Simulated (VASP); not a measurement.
Input of a VASP 6.6.1 run:

The input INCAR:

```
PREC     = Accurate       # precision mode
ENCUT    = 520            # plane-wave cutoff, eV
EDIFF    = 1E-7           # SCF threshold, eV
ISMEAR   = -1             # smearing method
SIGMA    = 0.03           # smearing width, eV
LREAL    = F              # projectors in reciprocal space
LASPH    = T              # aspherical terms in the spheres
NELM     = 60             # most SCF steps
ALGO     = Normal         # electronic algorithm
ISIF     = 2              # what is computed and relaxed
LWAVE    = F              # write WAVECAR
LCHARG   = F              # write CHGCAR
GGA      = PS             # functional
NBANDS   = 10             # bands
```

The input KPOINTS:

```
regular mesh
0
Gamma
  11 11 11
```

POSCAR

```
Na
1.0
   -2.1590301515      2.1590301515      2.1590301515
    2.1590301515     -2.1590301515      2.1590301515
    2.1590301515      2.1590301515     -2.1590301515
Na
1
Direct
    0.0000000000      0.0000000000      0.0000000000
```

Potentials or basis: VASP PAW PBE potentials, release 64 (Na_pv).

Run with:

```sh
$ cat potpaw_PBE.64/Na_pv/POTCAR > POTCAR
$ mpirun -np 1 vasp_std > vasp.out
```

(1) What does it give for the pressure?

Answers

(1) -0.7 GPa.

Caveat: the PAW data sets were made with another functional, which shifts forces and pressure a little.
